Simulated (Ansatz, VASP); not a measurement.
## One calculation of YN, two programs

```xyz
2
Lattice="0.0000 1.9979 1.9979 1.9979 0.0000 1.9979 1.9979 1.9979 0.0000" Properties=species:S:1:pos:R:3 pbc="T T T"
Y     0.0000    0.0000    0.0000
N     1.9979    1.9979    1.9979
```

Change from the starting cell: volume scaled by 0.55, PAW files.

Alike in both runs: task single point; functional PBE; k mesh 10 × 10 × 10; occupations fermi-dirac, width 0.03 eV; no spin polarisation.

|  | VASP | Ansatz |
| --- | --- | --- |
| version | VASP 6.6.1 | Ansatz 0.2.0 |
| potentials or method | VASP PAW PBE potentials, release 64 (Y_sv, N) | PAW with Ansatz's default frozen-core files, scalar-relativistic |
| plane-wave cutoff (eV) | 600 | 420 |
| valence electrons in the cell | 16 | 16 |

|  | VASP | Ansatz | Ansatz less VASP |
| --- | --- | --- | --- |
| pressure (GPa) | 327.2 | 329.2 | +1.96 |

Both programs put the cell under a high pressure, so it lies far from rest at this level.

Noted on VASP's run: the cell as given lies far from equilibrium.
